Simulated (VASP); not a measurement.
A run of VASP 6.6.1 is set up as follows.

Contents of POSCAR:

```
BeS
1.0
    0.0000000000      2.4343066371      2.4343066371
    2.4343066371      0.0000000000      2.4343066371
    2.4343066371      2.4343066371      0.0000000000
Be S
1 1
Direct
    0.0000000000      0.0000000000      0.0000000000
    0.2500000000      0.2500000000      0.2500000000
```

The input INCAR.step1:

```
PREC     = Accurate       # precision mode
ENCUT    = 520            # plane-wave cutoff, eV
ISMEAR   = -1             # smearing method
SIGMA    = 0.02           # smearing width, eV
LREAL    = False          # projectors in reciprocal space
LASPH    = True           # aspherical terms in the spheres
NELM     = 60             # most SCF steps
NBANDS   = 11             # bands
GGA      = PE             # functional
ALGO     = Normal         # electronic algorithm
EDIFF    = 1E-4           # SCF threshold, eV
LWAVE    = True           # write WAVECAR
LCHARG   = False          # write CHGCAR
```

File INCAR.step2:

```
PREC     = Accurate       # precision mode
ENCUT    = 520            # plane-wave cutoff, eV
EDIFF    = 1E-6           # SCF threshold, eV
ISMEAR   = -1             # smearing method
SIGMA    = 0.02           # smearing width, eV
LREAL    = False          # projectors in reciprocal space
LASPH    = True           # aspherical terms in the spheres
NELM     = 60             # most SCF steps
ALGO     = Normal         # electronic algorithm
ISIF     = 2              # what is computed and relaxed
LWAVE    = False          # write WAVECAR
LCHARG   = False          # write CHGCAR
METAGGA  = R2SCAN         # meta-GGA
LMIXTAU  = True         
NBANDS   = 11             # bands
ISTART   = 1
```

The input KPOINTS:

```
regular mesh
0
Gamma
  8 8 8
```

Potentials or basis: VASP PAW PBE potentials, release 64 (Be, S).

The run is started by

```sh
$ cat potpaw_PBE.64/Be/POTCAR potpaw_PBE.64/S/POTCAR > POTCAR
$ cp INCAR.step1 INCAR
$ mpirun -np 1 vasp_std > vasp.out
$ cp INCAR.step2 INCAR
$ mpirun -np 1 vasp_std > vasp.out
```

Task: Estimate the pressure.

Result: 0.3 GPa.

Task: What does it give for the band gap on the k mesh?

Result: 3.60 eV, indirect (least direct gap 6.26 eV).

Caveat: the PAW data sets were made with another functional, which shifts forces and pressure a little. A k mesh can miss the band edges.
